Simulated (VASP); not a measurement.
# BP: single point with PBEsol

The system is BP.

```
CELL_PARAMETERS angstrom
0.00000 2.17199 2.28075
2.17199 0.00000 2.28075
2.17199 2.17199 0.00000
ATOMIC_POSITIONS crystal
B 0.00000 0.00000 0.00000
P 0.25000 0.25000 0.25000
```

This cell differs from its parent crystal: strained cell.

```
Program                : VASP 6.6.1
Task                   : single point
Functional             : PBEsol
Potentials or basis    : VASP PAW PBE potentials, release 64 (B, P)
Cutoff                 : 500 eV
k mesh                 : 10 × 10 × 10
Occupations            : gaussian, width 0.02 eV
Spin                   : no spin polarisation
Dipole correction      : no
Further INCAR settings : ALGO = Normal; EDIFF = 1e-06; NBANDS = 11
```

```yaml
Pressure: 13.7 GPa
Band_gap_on_the_k_mesh: 0.64 eV (least direct gap 3.24 eV)
```

Stress tensor (GPa, compression positive):
```
18.54  0.00  0.00
 0.00 18.54  0.00
 0.00  0.00  3.90
```

Levels at points of the mesh, in eV from the valence-band top:
```csv
k point,band 2,band 3,band 4,band 5,band 6,band 7
"(0.00, 0.00, 0.00)",-0.53,0.00,0.00,3.24,3.24,3.50
"(0.50, 0.00, 0.00)",-9.88,-2.39,-1.69,3.55,4.77,4.81
"(0.50, 0.50, 0.00)",-9.52,-4.25,-4.25,1.26,1.77,12.73
"(0.50, 0.00, 0.50)",-9.05,-4.85,-4.74,0.71,1.03,11.98
```

Wall time 10 s on 1 thread of Intel(R) Xeon(R) Platinum 8488C (Sapphire Rapids), on a shared host, peak memory 0.14 GiB.

Caveat: the cell differs from its parent crystal (strained cell); the cell stands under pressure; the PAW data sets were made with another functional, which shifts forces and pressure a little. A k mesh can miss the band edges.
